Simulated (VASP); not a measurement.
Crystal: ZnS.

```xyz
2
Lattice="0.0000 2.7218 2.7218 2.7218 0.0000 2.7218 2.7218 2.7218 0.0000" Properties=species:S:1:pos:R:3 pbc="T T T"
Zn    0.0000    0.0000    0.0000
S     1.3609    1.3609    1.3609
```

| Item | Value |
| --- | --- |
| Program | VASP 6.6.1 |
| Task | relaxation of cell and atoms |
| Functional | LDA |
| Potentials or basis | VASP PAW LDA potentials, release 64 (Zn, S) |
| Cutoff | 600 eV |
| k mesh | 8 × 8 × 8 |
| Occupations | fermi-dirac, width 0.02 eV |
| Spin | no spin polarisation |

At the start: pressure -5.7 GPa; volume 20.16 Å³/atom.

Problem. Where does the relaxation end?

Solution. Over 3 steps the energy falls by 29.4 meV/atom and the volume is 18.63 Å³/atom (-7.6 %); space group F-43m (No. 216, to 0.05 Å).

The path:
```
step  energy change (eV)  largest force (eV/Å)  pressure (GPa)  volume (Å³)
   1              0.0000                0.0000           -5.73        40.33
   2             -0.0514                0.0000            2.51        36.26
   3             -0.0589                0.0000           -0.01        37.26
```

Final structure:
```
Zn S
1.0
     0.00000    2.65090    2.65090
     2.65090    0.00000    2.65090
     2.65090    2.65090    0.00000
Zn S
1 1
Direct
  0.00000 0.00000 0.00000
  0.25000 0.25000 0.25000
```
